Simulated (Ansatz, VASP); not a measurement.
## One calculation of TiAl3, two programs

```xyz
8
Lattice="3.9300 0.0000 0.0000 0.0000 3.9300 0.0000 0.0000 0.0000 8.8106" Properties=species:S:1:pos:R:3 pbc="T T T"
Ti    0.0000    0.0000    0.0000
Ti    1.9650    1.9650    4.4053
Al    1.9650    1.9650    0.0000
Al    0.0000    1.9650    2.2027
Al    1.9650    0.0000    2.2027
Al    0.0000    0.0000    4.4053
Al    1.9650    0.0000    6.6080
Al    0.0000    1.9650    6.6080
```

Change from the starting cell: equal strain along all axes, cell held, atoms relaxed: +3.0 %.

Alike in both runs: task single point; functional PBEsol; k mesh 10 × 10 × 4; occupations gaussian, width 0.1 eV; no spin polarisation.

```csv
,VASP,Ansatz
version,VASP 6.6.1,Ansatz 0.2.0
potentials or method,"VASP PAW PBE potentials, release 64 (Ti_sv, Al), cutoff 520 eV","scalar-relativistic, plane waves, PAW"
valence electrons in the cell,42,42
```

VASP gave:

- gap on the k mesh at the Fermi level (eV): none
- pressure (GPa): -8.2
- traceless stress, the component that is largest in VASP (GPa): 0.32

Question: Estimate Ansatz's values.

Answer: gap on the k mesh at the Fermi level (eV): none; pressure (GPa): -8.3; traceless stress, the component that is largest in VASP (GPa): 0.33.

VASP's potentials were made for PBE, not for PBEsol. A gap of «none» marks a metal or a gap that the smearing closes.
